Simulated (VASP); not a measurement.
# GaP in VASP: notebook

The runs below take GaP through single point, with PBEsol.

Program: VASP 6.6.1. These are calculated values, not measurements. Logs are shortened: lines on timing, memory, paths and dates and some standing lists are left out, and cuts for length are marked.

### Step 1. The cell of the first run

The cell holds a slab with vacuum, 12 atoms: a = 3.846 Å, b = 5.438 Å, c = 24.614 Å, α = 90.00°, β = 90.00°, γ = 90.00°.

### Step 2. Single point, PBEsol

Contents of INCAR:

```
SYSTEM = GaP
  PREC = Accurate
  ENCUT = 400
  EDIFF = 1E-6
  ISMEAR = 0
  SIGMA = 0.05
  LREAL = .FALSE.
  LASPH = .TRUE.
  NELM = 120
  ALGO = Normal
  ISIF = 2
  LWAVE = .FALSE.
  LCHARG = .TRUE.
  LDIPOL = .TRUE.
  IDIPOL = 3
  DIPOL = 0.5 0.5 0.500
  GGA = PS
  LELF = .TRUE.
  LVHAR = .TRUE.
  LVACPOTAV = .TRUE.
  NBANDS = 66
  GGA_COMPAT = .FALSE.
  NELMDL = -8
```

Contents of KPOINTS:

```
Automatic mesh
0
G
  7 5 1
  0 0 0
```

Contents of POSCAR:

```
GaP
1.0
    3.8455650076      0.0000000000      0.0000000000
    0.0000000000      5.4384501888      0.0000000000
    0.0000000000      0.0000000000     24.6139125191
Ga P
6 6
Direct
    0.5000000000      0.4450032364      0.3222551957
    0.0000000000      0.0187806355      0.3793071961
    0.5000000000      0.5155875367      0.4624285718
    0.0000000000      0.0155953013      0.5375720335
    0.5000000000      0.5187897755      0.6206911770
    0.0000000000     -0.0549759126      0.6777476422
    0.0000000000      0.2380993590      0.2961114287
    0.5000000000      0.7687141644      0.3837237843
    0.0000000000      0.2637828429      0.4595063090
    0.5000000000      0.7637853129      0.5404925138
    0.0000000000      0.2687247745      0.6162763828
    0.5000000000      0.7381129736      0.7038877650
```

Potentials or basis: VASP PAW PBE potentials, release 64 (Ga_d, P).

Command:

```bash
cat potpaw_PBE.64/Ga_d/POTCAR potpaw_PBE.64/P/POTCAR > POTCAR
mpirun -np 1 vasp_std > vasp.out
```

OUTCAR:

```text
SYSTEM = GaP
   PREC = Accurate
   ENCUT = 400
   EDIFF = 1E-6
   ISMEAR = 0
   LREAL = .FALSE.
   LASPH = .TRUE.
   NELM = 120
   ISIF = 2
   GGA = PS
   NELMDL = -8

 ion  position               nearest neighbor table
   1  0.500  0.445  0.322-   7 2.32   7 2.32   8 2.32
   2  0.000  0.019  0.379-   8 2.36   8 2.36   7 2.37   9 2.38
   3  0.500  0.516  0.462-  10 2.35   9 2.36   9 2.36   8 2.38
   4  0.000  0.016  0.538-   9 2.35  10 2.36  10 2.36  11 2.38
   5  0.500  0.519  0.621-  11 2.36  11 2.36  12 2.37  10 2.38
   6  0.000  0.945  0.678-  12 2.32  12 2.32  11 2.32
   7  0.000  0.238  0.296-   1 2.32   1 2.32   2 2.37
   8  0.500  0.769  0.384-   1 2.32   2 2.36   2 2.36   3 2.38
   9  0.000  0.264  0.460-   4 2.35   3 2.36   3 2.36   2 2.38
  10  0.500  0.764  0.540-   3 2.35   4 2.36   4 2.36   5 2.38
  11  0.000  0.269  0.616-   6 2.32   5 2.36   5 2.36   4 2.38
  12  0.500  0.738  0.704-   6 2.32   6 2.32   5 2.37

  LATTYP: Found a simple orthorhombic cell.
 ALAT       =     3.8455650076
 B/A-ratio  =     1.4142135624
 C/A-ratio  =     6.4005971737

  Lattice vectors:

 A1 = (   3.8455650076,   0.0000000000,   0.0000000000)
 A2 = (   0.0000000000,   5.4384501888,   0.0000000000)
 A3 = (   0.0000000000,   0.0000000000,  24.6139125191)

Analysis of symmetry for initial positions (statically):
=====================================================================
 Subroutine PRICEL returns:
 Original cell was already a primitive cell.

 Routine SETGRP: Setting up the symmetry group for a
 simple orthorhombic supercell.

 Subroutine GETGRP returns: Found  2 space group operations
 (whereof  2 operations were pure point group operations)
 out of a pool of  8 trial point group operations.

The static configuration has the point symmetry C_1h.

Analysis of symmetry for dynamics (positions and initial velocities):
=====================================================================
 Subroutine PRICEL returns:
 Original cell was already a primitive cell.

 Routine SETGRP: Setting up the symmetry group for a
 simple orthorhombic supercell.

 Subroutine GETGRP returns: Found  2 space group operations
 (whereof  2 operations were pure point group operations)
 out of a pool of  8 trial point group operations.

The dynamic configuration has the point symmetry C_1h.

 Subroutine INISYM returns: Found  2 space group operations
 (whereof  2 operations are pure point group operations),
 and found     1 'primitive' translations

----------------------------------------------------------------------------------------

                                     Primitive cell

  volume of cell :     514.7732

  direct lattice vectors                    reciprocal lattice vectors
     3.845565008  0.000000000  0.000000000     0.260039812  0.000000000  0.000000000
     0.000000000  5.438450189  0.000000000     0.000000000  0.183875914  0.000000000
     0.000000000  0.000000000 24.613912519     0.000000000  0.000000000  0.040627430

  length of vectors
     3.845565008  5.438450189 24.613912519     0.260039812  0.183875914  0.040627430

  position of ions in fractional coordinates (direct lattice)
     0.500000000  0.445003236  0.322255196
     0.000000000  0.018780636  0.379307196
     0.500000000  0.515587537  0.462428572
     0.000000000  0.015595301  0.537572033
     0.500000000  0.518789775  0.620691177
     0.000000000  0.945024087  0.677747642
     0.000000000  0.238099359  0.296111429
     0.500000000  0.768714164  0.383723784
     0.000000000  0.263782843  0.459506309
     0.500000000  0.763785313  0.540492514
     0.000000000  0.268724775  0.616276383
     0.500000000  0.738112974  0.703887765

  ion indices of the primitive-cell ions
   primitive index   ion index
                 1           1
                 2           2
                 3           3
                 4           4
                 5           5
                 6           6
                 7           7
                 8           8
                 9           9
                10          10
                11          11
                12          12

----------------------------------------------------------------------------------------

 KPOINTS: Automatic mesh

Automatic generation of k-mesh.
 Grid dimensions read from file:
 generate k-points for:    7    5    1

 Generating k-lattice:

  Cartesian coordinates                     Fractional coordinates (reciprocal lattice)
     0.037148545  0.000000000  0.000000000     0.142857143  0.000000000  0.000000000
     0.000000000  0.036775183  0.000000000     0.000000000  0.200000000  0.000000000
     0.000000000  0.000000000  0.040627430     0.000000000  0.000000000  1.000000000

  Length of vectors
     0.037148545  0.036775183  0.040627430

  Shift w.r.t. Gamma in fractional coordinates (k-lattice)
     0.000000000  0.000000000  0.000000000

 Subroutine IBZKPT returns following result:
 ===========================================

 Found     12 irreducible k-points:

 Following reciprocal coordinates:
            Coordinates               Weight
  0.000000  0.000000  0.000000      1.000000
  0.142857  0.000000  0.000000      2.000000
  0.285714  0.000000  0.000000      2.000000
  0.428571  0.000000  0.000000      2.000000
  0.000000  0.200000  0.000000      2.000000
  0.142857  0.200000  0.000000      4.000000
  0.285714  0.200000  0.000000      4.000000
  0.428571  0.200000  0.000000      4.000000
  0.000000  0.400000  0.000000      2.000000
  0.142857  0.400000  0.000000      4.000000
  0.285714  0.400000  0.000000      4.000000
  0.428571  0.400000  0.000000      4.000000
   k-points           NKPTS =     12   k-points in BZ     NKDIM =     12   number of bands    NBANDS=     66
   number of dos      NEDOS =    301   number of ions     NIONS =     12
   total plane-waves  NPLWV = 163296
   dimension x,y,z NGX =    28 NGY =   36 NGZ =  162
   dimension x,y,z NGXF=    56 NGYF=   72 NGZF=  324
   ions per type =               6   6
   NGX,Y,Z   is equivalent  to a cutoff of  12.10, 11.00, 10.94 a.u.
   NGXF,Y,Z  is equivalent  to a cutoff of  24.21, 22.01, 21.88 a.u.
 SYSTEM =  GaP
   PREC   = accura    normal or accurate (medium, high low for compatibility)
   ISTART =      0    job   : 0-new  1-cont  2-samecut
   ICHARG =      2    charge: 1-file 2-atom 10-const
   ISPIN  =      1    spin polarized calculation?
   LNONCOLLINEAR =      F non collinear calculations
   LSORBIT =      F    spin-orbit coupling
   LASPH  =      T    aspherical Exc in radial PAW
   ENCUT  =  400.0 eV  29.40 Ry    5.42 a.u.   6.27  8.87 40.14*2*pi/ulx,y,z
   NELM   =    120;   NELMIN=  2; NELMDL= -8     # of ELM steps
   EDIFF  = 0.1E-05   stopping-criterion for ELM
   LREAL  =      F    real-space projection
   EDIFFG = 0.1E-04   stopping-criterion for IOM
   NSW    =      0    number of steps for IOM
   IBRION =     -1    ionic relax: 0-MD 1-quasi-New 2-CG
   NFREE  =      0    steps in history (QN), initial steepest desc. (CG)
   ISIF   =      2    stress and relaxation
   ISYM   =      2    0-nonsym 1-usesym 2-fastsym
   POTIM  = 0.5000    time-step for ionic-motion
   TEBEG  =    0.0;   TEEND  =   0.0 temperature during run
   PSTRESS=    0.0 pullay stress
   NELECT =     108.0000    total number of electrons
   NUPDOWN=      -1.0000    fix difference up-down
   EMIN   =  10.00;   EMAX   =-10.00  energy-range for DOS
   EFERMI =   0.00;   METHOD = LEGACY
   ISMEAR =     0;   SIGMA  =   0.05  broadening in eV -4-tet -1-fermi 0-gaus
   EFERMI_NEDOS =   21; number of points for ismear=-14 and -15
   IALGO  =     38    algorithm
   IMIX   =      4    mixing-type and parameters
     AMIX     =   0.40;   BMIX     =  1.00
     AMIX_MAG =   1.60;   BMIX_MAG =  1.00
  volume/ion in A,a.u.               =      42.90       289.49
  Fermi-wavevector in a.u.,A,eV,Ry     =   0.972771  1.838271 12.874976  0.946284
  Thomas-Fermi vector in A             =   2.103097
   LORBIT       =      0    0 simple, 1 ext, 2 COOP (PROOUT), +10 PAW based schemes
   GGA     = PS    functional components
   LHFCALC =     F    Hartree Fock is set to
   AEXX    =    0.0000 exact exchange contribution
   IVDW    =     0    specifies the selected vdW correction
   LEPSILON=     F    determine dielectric tensor
   LRPA    =     F    only Hartree local field effects (RPA)
 non-spin polarized calculation
 Gauss-broadening in eV      SIGMA  =   0.05
  energy-cutoff  :      400.00
  volume of cell :      514.77
 maximum number of plane-waves:      9377
 NGX is ok and might be reduce to    28
   NGX = 13   NGY = 17   NGZ = 81

 dipolmoment           0.000000      0.000000     -0.000003 electrons x Angstroem

 number of electron     107.9999988 magnetization

 dipolmoment           0.000000      0.000000      0.000001 electrons x Angstroem

 Free energy of the ion-electron system (eV)
  ---------------------------------------------------
  ext. energy  EPLUGINS =         0.00000000
  ---------------------------------------------------
  free energy    TOTEN  =       -57.23028427 eV

  energy without entropy =      -57.23028427  energy(sigma->0) =      -57.23028427

 E-fermi :  -0.4470     XC(G=0):  -5.2812

 val. band max:       -0.6655500665   @ k =   0.0000   0.0000   0.0000
 cond. band min:       0.3629718959   @ k =   0.4286   0.0000   0.0000
 fundamental gap:      1.0285219624
 Fermi energy:        -0.4469997183

 k-point     1 :       0.0000    0.0000    0.0000
  band No.  band energies     occupation
      1     -15.3982      2.00000
      2     -15.3980      2.00000
      3     -15.3124      2.00000
      4     -15.3068      2.00000
      5     -15.2696      2.00000
      6     -15.2614      2.00000
[... 817 lines left out ...]
     65       4.2789      0.00000
     66       4.3557      0.00000

------------------------ aborting loop because EDIFF is reached ----------------------------------------

  FORCE on cell =-STRESS in cart. coord.  units (eV):
  Direction    XX          YY          ZZ          XY          YZ          ZX
  --------------------------------------------------------------------------------------
  -------------------------------------------------------------------------------------
  Total       -2.7039562     -1.2172350     -0.4264122      0.0000000     -0.0008753      0.0000000
  in kB       -8.4157779     -3.7885154     -1.3271630      0.0000000     -0.0027242      0.0000000
  external PRESSURE =      -4.5104854 kB  Pullay stress =       0.0000000 kB

 VOLUME and BASIS-vectors are now :
 -----------------------------------------------------------------------------
  energy-cutoff  :      400.00
  volume of cell :      514.77
      direct lattice vectors                 reciprocal lattice vectors
     3.845565008  0.000000000  0.000000000     0.260039812  0.000000000  0.000000000
     0.000000000  5.438450189  0.000000000     0.000000000  0.183875914  0.000000000
     0.000000000  0.000000000 24.613912519     0.000000000  0.000000000  0.040627430

 POSITION                                       TOTAL-FORCE (eV/Angst)
 -----------------------------------------------------------------------------------
      1.92278      2.42013      7.93196         0.000000     -0.000711     -0.000452
      0.00000      0.10214      9.33623         0.000000      0.000957     -0.006401
      1.92278      2.80400     11.38218         0.000000     -0.002767      0.002511
      0.00000      0.08481     13.23175         0.000000     -0.003008     -0.002601
      1.92278      2.82141     15.27764         0.000000      0.001169      0.006656
      0.00000      5.13947     16.68202         0.000000     -0.000898      0.000189
      0.00000      1.29489      7.28846         0.000000      0.008249      0.013891
      1.92278      4.18061      9.44494         0.000000     -0.009275     -0.003556
      0.00000      1.43457     11.31025         0.000000      0.003618      0.000453
      1.92278      4.15381     13.30364         0.000000      0.003831     -0.000391
      0.00000      1.46145     15.16897         0.000000     -0.009310      0.003562
      1.92278      4.01419     17.32543         0.000000      0.008146     -0.013860
 -----------------------------------------------------------------------------------
    total drift:                                0.000000      0.000751      0.000086

  FREE ENERGIE OF THE ION-ELECTRON SYSTEM (eV)
  ---------------------------------------------------
  free  energy   TOTEN  =       -57.2302842698 eV

  energy  without entropy=      -57.2302842698  energy(sigma->0) =      -57.23028427

 vacuum level on the upper side and lower side of the slab         4.642         4.642
```

Wall time 9.5 min (1 thread of Intel Xeon Platinum 8488C (Sapphire Rapids), shared host); peak memory 0.5 GiB.

What came out:

| Property | Result |
| --- | --- |
| Free energy | -57.2303 eV |
| Largest force | 0.016 eV/Å |
| Band gap on the k mesh | 1.03 eV (least direct gap 1.64 eV) |

Forces in eV/Å, atoms in the order of the input:
```
Ga   0.000 -0.001  0.000
Ga   0.000  0.001 -0.006
Ga   0.000 -0.003  0.003
Ga   0.000 -0.003 -0.003
Ga   0.000  0.001  0.007
Ga   0.000 -0.001  0.000
P    0.000  0.008  0.014
P    0.000 -0.009 -0.004
P    0.000  0.004  0.000
P    0.000  0.004  0.000
P    0.000 -0.009  0.004
P    0.000  0.008 -0.014
```

Levels at points of the mesh, in eV from the valence-band top:
| k point | band 52 | band 53 | band 54 | band 55 | band 56 | band 57 |
| --- | --- | --- | --- | --- | --- | --- |
| (0.00, 0.00, 0.00) | -0.32 | -0.24 | 0.00 | 1.64 | 1.89 | 1.97 |

Caveat: the PAW data sets were made with another functional, which shifts forces and pressure a little.

[end of part 1 of 2]
